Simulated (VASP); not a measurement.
# Te (P6_3/mmc) in VASP: a series of runs

Runs on Te. Level: PBEsol. Tasks: single point.

Everything below comes from runs of VASP 6.6.1. Logs are shortened: lines on timing, memory, paths and dates and some standing lists are left out, and cuts for length are marked.

### Step 1. The cell of the first run

It takes space group P6_3/mmc (No. 194, hexagonal). The conventional cell has a = 3.560 Å, b = 3.560 Å, c = 4.515 Å, α = 90.00°, β = 90.00°, γ = 120.00°. Within 4.0 Å of Te (site symmetry -6m2) lie 12 Te at 3.05 to 3.56 Å.

### Step 2. Single point, PBEsol (volume scaled by 0.84)

Contents of INCAR:

```
SYSTEM = Te
PREC     = Accurate       ! precision mode
ENCUT    = 520            ! plane-wave cutoff, eV
EDIFF    = 1E-6           ! SCF threshold, eV
ISMEAR   = -1             ! smearing method
SIGMA    = 0.08           ! smearing width, eV
LREAL    = .False.        ! projectors in reciprocal space
LASPH    = .True.         ! aspherical terms in the spheres
NELM     = 60             ! most SCF steps
ALGO     = Normal         ! electronic algorithm
ISIF     = 2              ! what is computed and relaxed
LWAVE    = .False.        ! write WAVECAR
LCHARG   = .True.         ! write CHGCAR
GGA      = PS             ! functional
LELF     = .True.         ! ELF
LVHAR    = .True.       
NBANDS   = 13             ! bands
```

Contents of KPOINTS:

```
Automatic mesh
0
Gamma
  14 14 8
  0 0 0
```

Contents of POSCAR:

```
Te
1.0
    3.5595680758      0.0000000000      0.0000000000
   -1.7797840379      3.0826763802      0.0000000000
    0.0000000000      0.0000000000      4.5152125765
Te
2
Direct
    0.3333333333      0.6666666667      0.2500000000
    0.6666666667      0.3333333333      0.7500000000
```

Potentials or basis: VASP PAW PBE potentials, release 64 (Te).

Started as:

```sh
> cat potpaw_PBE.64/Te/POTCAR > POTCAR
> mpirun -np 1 vasp_std > vasp.out
```

OUTCAR:

```text
SYSTEM = Te
   PREC = Accurate
   ENCUT = 520
   EDIFF = 1E-6
   ISMEAR = -1
   LREAL = .False.
   LASPH = .True.
   NELM = 60
   ISIF = 2
   GGA = PS

 ion  position               nearest neighbor table
   1  0.333  0.667  0.250-   2 3.05   2 3.05   2 3.05   2 3.05   2 3.05   2 3.05
   2  0.667  0.333  0.750-   1 3.05   1 3.05   1 3.05   1 3.05   1 3.05   1 3.05

  LATTYP: Found a hexagonal cell.
 ALAT       =     3.5595680758
 C/A-ratio  =     1.2684720394

  Lattice vectors:

 A1 = (   3.5595680758,   0.0000000000,   0.0000000000)
 A2 = (  -1.7797840379,   3.0826763802,   0.0000000000)
 A3 = (   0.0000000000,   0.0000000000,   4.5152125765)

Analysis of symmetry for initial positions (statically):
=====================================================================
 Subroutine PRICEL returns:
 Original cell was already a primitive cell.

 Routine SETGRP: Setting up the symmetry group for a
 hexagonal supercell.

 Subroutine GETGRP returns: Found 24 space group operations
 (whereof 12 operations were pure point group operations)
 out of a pool of 24 trial point group operations.

The static configuration has the point symmetry D_3d.
 The point group associated with its full space group is D_6h.

Analysis of symmetry for dynamics (positions and initial velocities):
=====================================================================
 Subroutine PRICEL returns:
 Original cell was already a primitive cell.

 Routine SETGRP: Setting up the symmetry group for a
 hexagonal supercell.

 Subroutine GETGRP returns: Found 24 space group operations
 (whereof 12 operations were pure point group operations)
 out of a pool of 24 trial point group operations.

The dynamic configuration has the point symmetry D_3d.
 The point group associated with its full space group is D_6h.

 Subroutine INISYM returns: Found 24 space group operations
 (whereof 12 operations are pure point group operations),
 and found     1 'primitive' translations

----------------------------------------------------------------------------------------

                                     Primitive cell

  volume of cell :      49.5454

  direct lattice vectors                    reciprocal lattice vectors
     3.559568076  0.000000000  0.000000000     0.280932961  0.162196721  0.000000000
    -1.779784038  3.082676380  0.000000000     0.000000000  0.324393441  0.000000000
     0.000000000  0.000000000  4.515212576     0.000000000  0.000000000  0.221473515

  length of vectors
     3.559568076  3.559568076  4.515212576     0.324393442  0.324393441  0.221473515

  position of ions in fractional coordinates (direct lattice)
     0.333333333  0.666666667  0.250000000
     0.666666667  0.333333333  0.750000000

  ion indices of the primitive-cell ions
   primitive index   ion index
                 1           1
                 2           2

----------------------------------------------------------------------------------------

 KPOINTS: Automatic mesh

Automatic generation of k-mesh.
 Grid dimensions read from file:
 generate k-points for:   14   14    8

 Generating k-lattice:

  Cartesian coordinates                     Fractional coordinates (reciprocal lattice)
     0.020066640  0.011585480  0.000000000     0.071428571  0.000000000  0.000000000
     0.000000000  0.023170960  0.000000000     0.000000000  0.071428571  0.000000000
     0.000000000  0.000000000  0.027684189     0.000000000  0.000000000  0.125000000

  Length of vectors
     0.023170960  0.023170960  0.027684189

  Shift w.r.t. Gamma in fractional coordinates (k-lattice)
     0.000000000  0.000000000  0.000000000

 Subroutine IBZKPT returns following result:
 ===========================================

 Found    120 irreducible k-points:

 Following reciprocal coordinates:
            Coordinates               Weight
  0.000000  0.000000  0.000000      1.000000
  0.071429  0.000000  0.000000      6.000000
  0.142857  0.000000  0.000000      6.000000
  0.214286  0.000000  0.000000      6.000000
  0.285714  0.000000  0.000000      6.000000
  0.357143  0.000000  0.000000      6.000000
[... 16 lines left out ...]
  0.285714  0.285714  0.000000      6.000000
  0.357143  0.285714  0.000000      6.000000
 [... further k-points ...]
   k-points           NKPTS =    120   k-points in BZ     NKDIM =    120   number of bands    NBANDS=     13
   number of dos      NEDOS =    301   number of ions     NIONS =      2
   total plane-waves  NPLWV =  28224
   dimension x,y,z NGX =    28 NGY =   28 NGZ =   36
   dimension x,y,z NGXF=    56 NGYF=   56 NGZF=   72
   ions per type =               2
   NGX,Y,Z   is equivalent  to a cutoff of  13.08, 13.08, 13.25 a.u.
   NGXF,Y,Z  is equivalent  to a cutoff of  26.15, 26.15, 26.51 a.u.
 SYSTEM =  Te
   PREC   = accura    normal or accurate (medium, high low for compatibility)
   ISTART =      0    job   : 0-new  1-cont  2-samecut
   ICHARG =      2    charge: 1-file 2-atom 10-const
   ISPIN  =      1    spin polarized calculation?
   LNONCOLLINEAR =      F non collinear calculations
   LSORBIT =      F    spin-orbit coupling
   LASPH  =      T    aspherical Exc in radial PAW
   ENCUT  =  520.0 eV  38.22 Ry    6.18 a.u.   6.62  6.62  8.40*2*pi/ulx,y,z
   NELM   =     60;   NELMIN=  2; NELMDL= -5     # of ELM steps
   EDIFF  = 0.1E-05   stopping-criterion for ELM
   LREAL  =      F    real-space projection
   EDIFFG = 0.1E-04   stopping-criterion for IOM
   NSW    =      0    number of steps for IOM
   IBRION =     -1    ionic relax: 0-MD 1-quasi-New 2-CG
   NFREE  =      0    steps in history (QN), initial steepest desc. (CG)
   ISIF   =      2    stress and relaxation
   ISYM   =      2    0-nonsym 1-usesym 2-fastsym
   POTIM  = 0.5000    time-step for ionic-motion
   TEBEG  =    0.0;   TEEND  =   0.0 temperature during run
   PSTRESS=    0.0 pullay stress
   NELECT =      12.0000    total number of electrons
   NUPDOWN=      -1.0000    fix difference up-down
   EMIN   =  10.00;   EMAX   =-10.00  energy-range for DOS
   EFERMI =   0.00;   METHOD = LEGACY
   ISMEAR =    -1;   SIGMA  =   0.08  broadening in eV -4-tet -1-fermi 0-gaus
   EFERMI_NEDOS =   21; number of points for ismear=-14 and -15
   IALGO  =     38    algorithm
   IMIX   =      4    mixing-type and parameters
     AMIX     =   0.40;   BMIX     =  1.00
     AMIX_MAG =   1.60;   BMIX_MAG =  1.00
  volume/ion in A,a.u.               =      24.77       167.17
  Fermi-wavevector in a.u.,A,eV,Ry     =   1.020471  1.928411 14.168584  1.041362
  Thomas-Fermi vector in A             =   2.154043
   LORBIT       =      0    0 simple, 1 ext, 2 COOP (PROOUT), +10 PAW based schemes
   GGA     = PS    functional components
   LHFCALC =     F    Hartree Fock is set to
   AEXX    =    0.0000 exact exchange contribution
   IVDW    =     0    specifies the selected vdW correction
   LEPSILON=     F    determine dielectric tensor
   LRPA    =     F    only Hartree local field effects (RPA)
 non-spin polarized calculation
  energy-cutoff  :      520.00
  volume of cell :       49.55
 maximum number of plane-waves:      1373
 NGX is ok and might be reduce to    28
   NGX = 13   NGY = 13   NGZ = 17

 number of electron      11.9999999 magnetization

 Free energy of the ion-electron system (eV)
  ---------------------------------------------------
  ext. energy  EPLUGINS =         0.00000000
  ---------------------------------------------------
  free energy    TOTEN  =        -6.52782870 eV

  energy without entropy =       -6.49755134  energy(sigma->0) =       -6.51269002

 E-fermi :   9.8502     XC(G=0): -10.7652

 val. band max:        9.8449525570   @ k =   0.2857   0.2143   0.2500
 cond. band min:       9.8506439209   @ k =   0.5000   0.0000   0.1250
 fundamental gap:      0.0056913639
 Fermi energy:         9.8502497254

 k-point     1 :       0.0000    0.0000    0.0000
  band No.  band energies     occupation
      1      -5.5087      2.00000
      2       0.6542      2.00000
      3       3.2667      2.00000
      4       9.1786      1.99955
      5       9.1786      1.99955
      6      11.9037      0.00000
      7      11.9037      0.00000
      8      13.6956      0.00000
      9      14.9107      0.00000
     10      16.7509      0.00000
     11      18.3887      0.00000
     12      18.3887      0.00000
     13      19.9017      0.00000

 k-point     2 :       0.0714    0.0000    0.0000
  band No.  band energies     occupation
      1      -5.4349      2.00000
      2       0.6697      2.00000
      3       3.3458      2.00000
      4       8.5995      2.00000
      5       8.9583      1.99997
      6      11.6368      0.00000
      7      12.0837      0.00000
      8      14.1844      0.00000
      9      14.5209      0.00000
     10      16.7992      0.00000
     11      18.3327      0.00000
     12      18.4015      0.00000
     13      19.6060      0.00000

 k-point     3 :       0.1429    0.0000    0.0000
  band No.  band energies     occupation
      1      -5.2146      2.00000
      2       0.6954      2.00000
      3       3.5814      2.00000
      4       7.4339      2.00000
      5       8.4706      2.00000
      6      10.9394      0.00000
      7      12.4131      0.00000
      8      13.5771      0.00000
      9      14.9599      0.00000
     10      16.4605      0.00000
     11      18.3909      0.00000
     12      19.0760      0.00000
     13      19.2276      0.00000
[... 305 lines left out ...]
 k-point    23 :       0.2857    0.2857    0.0000
  band No.  band energies     occupation
      1      -2.4018      2.00000
      2      -1.0212      2.00000
      3       3.8075      2.00000
      4       6.6090      2.00000
      5       6.7743      2.00000
      6       8.2549      2.00000
      7       8.3171      2.00000
      8       9.8707      0.87308
      9      13.8532      0.00000
     10      17.0982      0.00000
     11      17.5203      0.00000
     12      21.0828      0.00000
     13      23.5830      0.00000

 k-point    24 :       0.3571    0.2857    0.0000
  band No.  band energies     occupation
      1      -1.9685      2.00000
      2      -1.4154      2.00000
      3       3.6093      2.00000
      4       7.0982      2.00000
      5       7.2663      2.00000
      6       7.7668      2.00000
      7       7.8050      2.00000
      8       9.6511      1.84686
      9      13.6641      0.00000
     10      17.2087      0.00000
     11      19.1028      0.00000
     12      19.2486      0.00000
     13      23.7054      0.00000

 [... further k-points ...]
[... 5 lines left out ...]
  --------------------------------------------------------------------------------------
  -------------------------------------------------------------------------------------
  Total        3.2090227      3.2090227      3.2621738     -0.0000000     -0.0000000      0.0000000
  in kB      103.7719391    103.7719391    105.4907139     -0.0000000     -0.0000000      0.0000000
  external PRESSURE =     104.3448641 kB  Pullay stress =       0.0000000 kB

 VOLUME and BASIS-vectors are now :
 -----------------------------------------------------------------------------
  energy-cutoff  :      520.00
  volume of cell :       49.55
      direct lattice vectors                 reciprocal lattice vectors
     3.559568076  0.000000000  0.000000000     0.280932961  0.162196721  0.000000000
    -1.779784038  3.082676380  0.000000000     0.000000000  0.324393441  0.000000000
     0.000000000  0.000000000  4.515212576     0.000000000  0.000000000  0.221473515

 POSITION                                       TOTAL-FORCE (eV/Angst)
 -----------------------------------------------------------------------------------
     -0.00000      2.05512      1.12880        -0.000000      0.000000      0.000000
      1.77978      1.02756      3.38641         0.000000     -0.000000      0.000000
 -----------------------------------------------------------------------------------
    total drift:                               -0.000000      0.000000     -0.000000

  FREE ENERGIE OF THE ION-ELECTRON SYSTEM (eV)
  ---------------------------------------------------
  free  energy   TOTEN  =        -6.5278287016 eV

  energy  without entropy=       -6.4975513384  energy(sigma->0) =       -6.51269002
```

It took 34 s on 1 thread of Intel Xeon Platinum 8375C at 2.90GHz (Ice Lake), shared host; peak memory 0.21 GiB.

What came out:

```yaml
Free_energy: -6.5278 eV
Pressure: 10.4 GPa
Band_gap_on_the_k_mesh: zero (band 6 reaches 11.90 eV, above the bottom of band 7 at 7.80 eV)
```

Stress tensor (GPa, compression positive):
```
10.38  0.00  0.00
 0.00 10.38  0.00
 0.00  0.00 10.55
```

Caveat: the cell differs from its parent crystal (volume scaled by 0.84); the PAW data sets were made with another functional, which shifts forces and pressure a little; spin-orbit coupling is left out, which moves the levels of the heavy elements.

### Step 3. Single point, PBEsol (volume scaled by 0.84)

Contents of INCAR:

```
  ALGO = Normal
  EDIFF = 1E-6
  ENCUT = 520
  GGA = PS
  ISIF = 2
  ISMEAR = -1
  LASPH = True
  LCHARG = False
  LREAL = False
  LWAVE = False
  NBANDS = 13
  NELM = 80
  PREC = Accurate
  SIGMA = 0.08
```

Contents of KPOINTS:

```
k-points
0
Gamma
  14 14 8
```

POSCAR is that of step 2.

Potentials or basis: VASP PAW PBE potentials, release 64 (Te).

Started as:

```sh
> cat potpaw_PBE.64/Te/POTCAR > POTCAR
> mpirun -np 1 vasp_std > vasp.out
```

It took 33 s on 1 thread of Intel Xeon Platinum 8375C at 2.90GHz (Ice Lake), shared host; peak memory 0.21 GiB.

The run converged. Its results:

- Free energy: -6.5278 eV
- Pressure: 10.4 GPa
- Band gap on the k mesh: zero (band 6 reaches 11.90 eV, above the bottom of band 7 at 7.80 eV)

Stress tensor (GPa, compression positive):
```
10.38  0.00  0.00
 0.00 10.38  0.00
 0.00  0.00 10.55
```

Levels at points of the mesh, in eV from the Fermi level:
| k point | band 3 | band 4 | band 5 | band 6 | band 7 | band 8 | band 9 | band 10 |
| --- | --- | --- | --- | --- | --- | --- | --- | --- |
| (0.00, 0.00, 0.00) | -6.58 | -0.67 | -0.67 | 2.05 | 2.05 | 3.85 | 5.06 | 6.90 |
| (0.50, 0.00, 0.00) | -4.74 | -3.75 | -3.03 | -2.38 | -1.30 | 2.47 | 2.58 | 6.96 |
| (0.00, 0.00, 0.50) | 0.12 | 0.12 | 0.71 | 0.71 | 0.71 | 0.71 | 6.44 | 6.44 |
| (0.50, 0.00, 0.50) | -6.88 | -6.88 | -1.10 | -1.10 | 1.17 | 1.17 | 6.26 | 6.26 |

Caveat: the cell differs from its parent crystal (volume scaled by 0.84); the PAW data sets were made with another functional, which shifts forces and pressure a little; spin-orbit coupling is left out, which moves the levels of the heavy elements.

### Step 4. Single point, PBEsol

This run uses another cell than the first one, of 27.13 Å³/atom, 1.095 times its volume.

Contents of INCAR:

```
  PREC = Accurate
  ENCUT = 520
  EDIFF = 1E-6
  ISMEAR = -1
  SIGMA = 0.08
  LREAL = False
  LASPH = True
  NELM = 60
  ALGO = Normal
  ISIF = 2
  LWAVE = False
  LCHARG = False
  GGA = PS
  NBANDS = 13
```

Contents of KPOINTS:

```
regular mesh
0
Gamma
  14 14 8
```

Contents of POSCAR:

```
Te
1.0
    3.7639133436      0.0000000000      0.0000000000
   -1.8819566718      3.2596445732      0.0000000000
    0.0000000000      0.0000000000      4.4228490469
Te
2
Direct
    0.3333333333      0.6666666667      0.2500000000
    0.6666666667      0.3333333333      0.7500000000
```

Started as:

```sh
> cat potpaw_PBE.64/Te/POTCAR > POTCAR
> mpirun -np 1 vasp_std > vasp.out
```

Wall time 33 s (1 thread of Intel Xeon Platinum 8375C at 2.90GHz (Ice Lake), shared host); peak memory 0.21 GiB.

The run converged. Its results:

```
Free energy            : -6.7419 eV
Pressure               : 4.4 GPa
Band gap on the k mesh : zero (band 6 reaches 9.98 eV, above the bottom of band 7 at 6.95 eV)
```

Stress tensor (GPa, compression positive):
```
4.33 0.00 0.00
0.00 4.33 0.00
0.00 0.00 4.40
```

Levels at points of the mesh, in eV from the Fermi level:
| k point | band 2 | band 3 | band 4 | band 5 | band 6 | band 7 | band 8 | band 9 | band 10 | band 11 |
| --- | --- | --- | --- | --- | --- | --- | --- | --- | --- | --- |
| (0.00, 0.00, 0.00) | -8.79 | -5.72 | -1.42 | -1.42 | 1.38 | 1.38 | 3.17 | 4.22 | 6.27 | 8.13 |
| (0.50, 0.00, 0.00) | -10.81 | -4.29 | -3.34 | -3.32 | -1.63 | -1.06 | 2.38 | 2.52 | 7.07 | 7.61 |
| (0.00, 0.00, 0.50) | -12.88 | -0.14 | -0.14 | 0.02 | 0.02 | 0.02 | 0.02 | 6.69 | 6.69 | 6.75 |
| (0.50, 0.00, 0.50) | -11.28 | -6.38 | -6.38 | -1.38 | -1.38 | 1.03 | 1.03 | 6.85 | 6.85 | 10.11 |

Caveat: the PAW data sets were made with another functional, which shifts forces and pressure a little; spin-orbit coupling is left out, which moves the levels of the heavy elements.
